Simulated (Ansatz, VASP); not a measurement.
## Hg: VASP beside Ansatz

```
CELL_PARAMETERS angstrom
2.22770 -1.97358 0.08936
2.22770 1.97358 0.08936
-0.22616 0.00000 2.91231
ATOMIC_POSITIONS crystal
Hg 0.50000 0.50000 0.50000
```

Alike in both runs: task single point; functional PBE; k mesh 14 × 14 × 14; occupations gaussian, width 0.1 eV; no spin polarisation.

|  | VASP | Ansatz |
| --- | --- | --- |
| version | VASP 6.6.1 | Ansatz 0.2.0 |
| potentials or method | VASP PAW PBE potentials, release 64 (Hg), cutoff 520 eV | scalar-relativistic, plane waves, PAW |
| valence electrons in the cell | 12 | 20 |

Ansatz gave:

| Quantity | Value |
| --- | --- |
| gap on the k mesh at the Fermi level (eV) | none |
| pressure (GPa) | 4.2 |
| traceless stress, the component that is largest in VASP (GPa) | -0.62 |

**Question.** Which values does VASP return?

**Answer.** gap on the k mesh at the Fermi level (eV): none; pressure (GPa): 4.6; traceless stress, the component that is largest in VASP (GPa): -0.69.

A gap of «none» marks a metal or a gap that the smearing closes. With one functional, cell and mesh, what is left measures potentials, basis and numerics. VASP's potentials hold 12 valence electrons a cell and Ansatz's 20, so a difference there can come from the potentials and not from the codes.

Neither program's run includes spin-orbit coupling.
